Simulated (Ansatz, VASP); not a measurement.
## Ge in VASP and in Ansatz

```
Ge
1.0
     4.01328    0.00000    0.00000
    -2.00664    3.47560    0.00000
     0.00000    0.00000   20.09600
Ge
4
Direct
  0.16667 0.33333 0.39752
  0.50000 0.00000 0.43496
  0.50000 0.00000 0.56504
  0.83333 0.66667 0.60248
```

Alike in both runs: functional PBEsol; k mesh 9 × 9 × 1; occupations fermi-dirac, width 0.02 eV; no spin polarisation.

Ansatz relaxed the structure, and its values are those at the end. VASP's run is a single point on that final structure, the one shown.

|  | VASP | Ansatz |
| --- | --- | --- |
| version | VASP 6.6.1 | Ansatz 0.2.0 |
| potentials or method | VASP PAW PBE potentials, release 64 (Ge_d) | PAW with Ansatz's default frozen-core files, scalar-relativistic |
| plane-wave cutoff (eV) | 520 | 420 |
| valence electrons in the cell | 56 | 56 |

VASP gave:

```
rms of the force components (eV/Å) : 0.007
```

Problem. Estimate Ansatz's values.

Solution. rms of the force components (eV/Å): 0.003.

VASP's potentials were made for PBE, not for PBEsol. With one functional, cell and mesh, what is left measures potentials, basis and numerics. Ansatz's warnings: stress scf threshold loose, xc potential rough in thin density.
